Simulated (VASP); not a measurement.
Here is a VASP 6.6.1 calculation.

The input INCAR:

```
SYSTEM = InSb3
PREC = Accurate ; ENCUT = 520
EDIFF = 1E-6 ; ISMEAR = -1
SIGMA = 0.05 ; LREAL = .False.
LASPH = .True. ; NELM = 100
ALGO = Normal ; ISIF = 2
LWAVE = .False. ; LCHARG = .True.
GGA = PS ; LELF = .True.
LVHAR = .True. ; NBANDS = 22
```

File KPOINTS:

```
regular mesh
0
Gamma
  6 6 6
  0 0 0
```

The input POSCAR:

```
InSb3
1.0
    0.0000000000      3.7432709431      3.7432709431
    3.7432709431      0.0000000000      3.7432709431
    3.7432709431      3.7432709431      0.0000000000
Sb In
3 1
Direct
    0.5000000000      0.5000000000      0.5000000000
    0.7500000000      0.7500000000      0.7500000000
    0.2500000000      0.2500000000      0.2500000000
    0.0000000000      0.0000000000      0.0000000000
```

Potentials or basis: VASP PAW PBE potentials, release 64 (Sb, In_d).

Command:

```bash
$ cat potpaw_PBE.64/Sb/POTCAR potpaw_PBE.64/In_d/POTCAR > POTCAR
$ mpirun -np 1 vasp_std > vasp.out
```

Estimate the band gap on the k mesh.

zero (band 14 reaches 9.48 eV, above the bottom of band 15 at 6.11 eV).

What does it give for the pressure?

-1.1 GPa.

Caveat: the PAW data sets were made with another functional, which shifts forces and pressure a little; spin-orbit coupling is left out, which moves the levels of the heavy elements.
